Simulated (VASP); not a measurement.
Here is a VASP 6.6.1 calculation.

Contents of INCAR:

```
PREC = Accurate
ENCUT = 520
EDIFF = 1E-7
ISMEAR = -1
SIGMA = 0.02
LREAL = F
LASPH = T
NELM = 80
ALGO = Normal
ISIF = 2
LWAVE = F
LCHARG = T
GGA = PE
IVDW = 13
LELF = T
LVHAR = T
NBANDS = 20
```

Contents of KPOINTS:

```
Automatic mesh
0
Gamma
  8 8 8
```

The input POSCAR:

```
SnSe2
1.0
    1.9158291885      1.1061044977      6.1753194201
   -1.9158291885      1.1061044977      6.1753194201
    0.0000000000     -2.2122089954      6.1753194201
Sn Se
1 2
Direct
    0.0000000000      0.0000000000      0.0000000000
    0.2474275630      0.2474275630      0.2474275630
    0.7525724370      0.7525724370      0.7525724370
```

Potentials or basis: VASP PAW PBE potentials, release 64 (Sn_d, Se).

Command:

```sh
$ cat potpaw_PBE.64/Sn_d/POTCAR potpaw_PBE.64/Se/POTCAR > POTCAR
$ mpirun -np 1 vasp_std > vasp.out
```

(1) Predict the band gap on the k mesh.

(2) Estimate the largest force.

(3) Predict the dispersion energy per atom.

(4) Estimate the pressure.

Answers

(1) 0.06 eV (least direct gap 0.32 eV).

(2) 0.019 eV/Å.

(3) -0.390 eV.

(4) 0.1 GPa.

Caveat: semilocal functionals underestimate gaps, and a narrow one can read as zero; spin-orbit coupling is left out, which moves the levels of the heavy elements.
